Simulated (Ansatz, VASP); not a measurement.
# Two plane-wave programs on Hf

The input INCAR:

```
PREC     = Accurate       # precision mode
ENCUT    = 520            # plane-wave cutoff, eV
EDIFF    = 1E-6           # SCF threshold, eV
ISMEAR   = 0              # smearing method
SIGMA    = 0.15           # smearing width, eV
LREAL    = F              # projectors in reciprocal space
LASPH    = T              # aspherical terms in the spheres
NELM     = 100            # most SCF steps
ALGO     = Normal         # electronic algorithm
ISIF     = 2              # what is computed and relaxed
LWAVE    = F              # write WAVECAR
LCHARG   = F              # write CHGCAR
GGA      = PS             # functional
NBANDS   = 11             # bands
```

The input KPOINTS:

```
regular mesh
0
Gamma
  18 18 18
```

File POSCAR:

```
Hf
1.0
   -1.8591500000      1.8591500000      1.8050000000
    1.8591500000     -1.8591500000      1.8050000000
    1.8591500000      1.8591500000     -1.8050000000
Hf
1
Direct
    0.0000000000      0.0000000000      0.0000000000
```

Input for Ansatz:

```yaml
crystal:
  lattice:
    - [-1.85915, 1.85915, 1.805]
    - [1.85915, -1.85915, 1.805]
    - [1.85915, 1.85915, -1.805]
  atoms:
    - { symbol: Hf, position: [0.0, 0.0, 0.0] }
basis:
  ecutwfc: 420
kpoints:
  mp_grid: { grid: [18, 18, 18] }
hamiltonian:
  xc: pbesol
scf:
  occupations: { method: gaussian, width: 0.15 }
output:
  forces: true
  stress: true
  eigenvalues: true
```

Change from the starting cell: strain +0.030 along x and y, +0.000 along z, atoms carried along.

Alike in both runs: task single point; functional PBEsol; k mesh 18 × 18 × 18; occupations gaussian, width 0.15 eV; no spin polarisation.

```csv
,VASP,Ansatz
version,VASP 6.6.1,Ansatz 0.2.0
potentials or method,"VASP PAW PBE potentials, release 64 (Hf_pv), cutoff 520 eV","scalar-relativistic, plane waves, PAW"
valence electrons in the cell,10,26
```

```tsv
	VASP	Ansatz	Ansatz less VASP
gap on the k mesh at the Fermi level (eV)	none	none	-
pressure (GPa)	-13.2	-12.9	+0.33
traceless stress, the component that is largest in VASP (GPa)	-1.09	-1.07	+0.022
```

VASP's potentials were made for PBE, not for PBEsol. A gap of «none» marks a metal or a gap that the smearing closes. VASP's potentials hold 10 valence electrons a cell and Ansatz's 26, so a difference there can come from the potentials and not from the codes.

Spin-orbit coupling is off throughout.
